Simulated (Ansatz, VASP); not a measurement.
LiBr in VASP and in Ansatz

The input INCAR:

```
SYSTEM = LiBr
  PREC = Accurate
  ENCUT = 750
  EDIFF = 1E-6
  ISMEAR = 0
  SIGMA = 0.05
  LREAL = .FALSE.
  LASPH = .TRUE.
  NELM = 120
  ALGO = Normal
  ISIF = 2
  LWAVE = .FALSE.
  LCHARG = .TRUE.
  GGA = PE
  LELF = .TRUE.
  LVHAR = .TRUE.
  NBANDS = 12
  GGA_COMPAT = .FALSE.
```

Contents of KPOINTS:

```
regular mesh
0
G
  10 10 10
  0 0 0
```

Contents of POSCAR:

```
LiBr
1.0
    0.0000000000      2.7572846134      2.7572846134
    2.7572846134      0.0000000000      2.7572846134
    2.7572846134      2.7572846134      0.0000000000
Li Br
1 1
Direct
    0.0000000000      0.0000000000      0.0000000000
    0.5000000000      0.5000000000      0.5000000000
```

Input for Ansatz:

```yaml
crystal:
  lattice:
    - [0.0, 2.7572846134, 2.7572846134]
    - [2.7572846134, 0.0, 2.7572846134]
    - [2.7572846134, 2.7572846134, 0.0]
  atoms:
    - { symbol: Li, position: [0.0, 0.0, 0.0] }
    - { symbol: Br, position: [0.5, 0.5, 0.5] }
basis:
  ecutwfc: 420
  ecutrho_ratio: 4
kpoints:
  mp_grid: { grid: [10, 10, 10] }
hamiltonian:
  xc: pbe
scf:
  occupations: { method: gaussian, width: 0.05 }
output:
  forces: true
  stress: true
  eigenvalues: true
```

Alike in both runs: task single point; functional PBE; k mesh 10 × 10 × 10; occupations gaussian, width 0.05 eV; no spin polarisation.

|  | VASP | Ansatz |
| --- | --- | --- |
| version | VASP 6.6.1 | Ansatz 0.2.0 |
| potentials or method | VASP PAW PBE potentials, release 64 (Li_sv, Br), cutoff 750 eV | scalar-relativistic, plane waves, PAW |
| valence electrons in the cell | 10 | 10 |

|  | VASP | Ansatz | Ansatz less VASP |
| --- | --- | --- | --- |
| gap on the k mesh at the Fermi level (eV) | 4.91 | 4.90 | -0.004 |
| least direct gap on the mesh (eV) | 4.91 | 4.91 | -0.004 |
| pressure (GPa) | -0.1 | -0.1 | +0.05 |
